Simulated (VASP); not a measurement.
W, 1 atom in the cell. The structure is cubic, space group Im-3m (No. 229). The conventional cell has a = 3.279 Å, b = 3.279 Å, c = 3.279 Å, α = 90.00°, β = 90.00°, γ = 90.00°. W (site symmetry m-3m) has 14 W at 2.84 to 3.28 Å within 3.7 Å. 

- Program: VASP 6.6.1
- Task: single point
- Functional: PBE
- Potentials or basis: VASP PAW PBE potentials, release 64 (W_sv)
- Cutoff: 520 eV
- k mesh: 20 × 20 × 20
- Occupations: gaussian, width 0.15 eV
- Spin: no spin polarisation
- Dipole correction: no
- Further INCAR settings: ALGO = Fast; EDIFF = 1e-07; NBANDS = 13

Potentials or basis: VASP PAW PBE potentials, release 64 (W_sv).

The run is started by

```console
$ cat potpaw_PBE.64/W_sv/POTCAR > POTCAR
$ mpirun -np 1 vasp_std > vasp.out
```

Hardware: 1 thread of Intel(R) Xeon(R) 6975P-C (Granite Rapids), with other jobs on the host.

Q: Estimate the wall time of this run.

A: Wall time 22 s on 1 thread of Intel(R) Xeon(R) 6975P-C (Granite Rapids), on a shared host, peak memory 0.18 GiB. Counts: scf iterations 14, k points 256.
